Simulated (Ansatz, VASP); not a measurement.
## Sr2ScI5 in VASP and in Ansatz

```
CELL_PARAMETERS angstrom
5.09312 0.00000 0.00000
0.00000 5.09312 0.00000
0.00000 0.00000 11.12056
ATOMIC_POSITIONS crystal
Sr 0.00000 0.00000 0.00000
Sr 0.50000 0.50000 0.50000
Sc 0.00000 0.00000 0.50000
I 0.00000 0.50000 0.26113
I 0.50000 0.00000 0.73887
I 0.50000 0.00000 0.26113
I 0.00000 0.50000 0.73887
I 0.50000 0.50000 0.00000
```

Change from the starting cell: species swapped into the Al5CuW2 type (P4/mmm, No. 123).

Alike in both runs: task relaxation of cell and atoms; functional PBE; k mesh 4 × 4 × 2; occupations gaussian, width 0.1 eV; no spin polarisation.

|  | VASP | Ansatz |
| --- | --- | --- |
| version | VASP 6.6.1 | Ansatz 0.2.0 |
| potentials or method | VASP PAW PBE potentials, release 64 (Sr_sv, Sc_sv, I), cutoff 600 eV | scalar-relativistic, plane waves, PAW |
| valence electrons in the cell | 66 | 116 |

```csv
,VASP,Ansatz,Ansatz less VASP
"gap on the k mesh at the Fermi level, each at its own relaxed structure (eV)",none,none,-
relaxed volume (Å³/atom),35.96,36.05,+0.089
relaxed length of the cell vector where the two differ most in proportion (Å),9.638,9.672,+0.0342
```

A gap of «none» marks a metal or a gap that the smearing closes. VASP's potentials hold 66 valence electrons a cell and Ansatz's 116, so a difference there can come from the potentials and not from the codes.

Spin-orbit coupling is off throughout.
